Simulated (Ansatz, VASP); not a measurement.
**P in VASP and in Ansatz**

```
P
1.0
     1.72573    0.99635    3.12968
    -1.72573    0.99635    3.12968
     0.00000   -1.99270    3.12968
P
2
Direct
  0.23560 0.25215 0.20519
  0.77292 0.77292 0.77292
```

Change from the starting cell: one atom moved.

Alike in both runs: task single point; functional PBE; k mesh 12 × 12 × 12; occupations gaussian, width 0.1 eV; no spin polarisation.

```csv
,VASP,Ansatz
version,VASP 6.6.1,Ansatz 0.2.0
potentials or method,"VASP PAW PBE potentials, release 64 (P), cutoff 520 eV","scalar-relativistic, plane waves, PAW"
valence electrons in the cell,10,10
```

VASP gave:

| Item | Value |
| --- | --- |
| gap on the k mesh at the Fermi level (eV) | none |
| pressure (GPa) | 0.6 |
| traceless stress, the component that is largest in VASP (GPa) | -1.56 |
| rms of the force components (eV/Å) | 0.209 |

Task: Estimate Ansatz's values.

Result: gap on the k mesh at the Fermi level (eV): none; pressure (GPa): 0.8; traceless stress, the component that is largest in VASP (GPa): -1.69; rms of the force components (eV/Å): 0.213.

Atom by atom the forces differ by 0.030 eV/Å (rms over components). A gap of «none» marks a metal or a gap that the smearing closes.
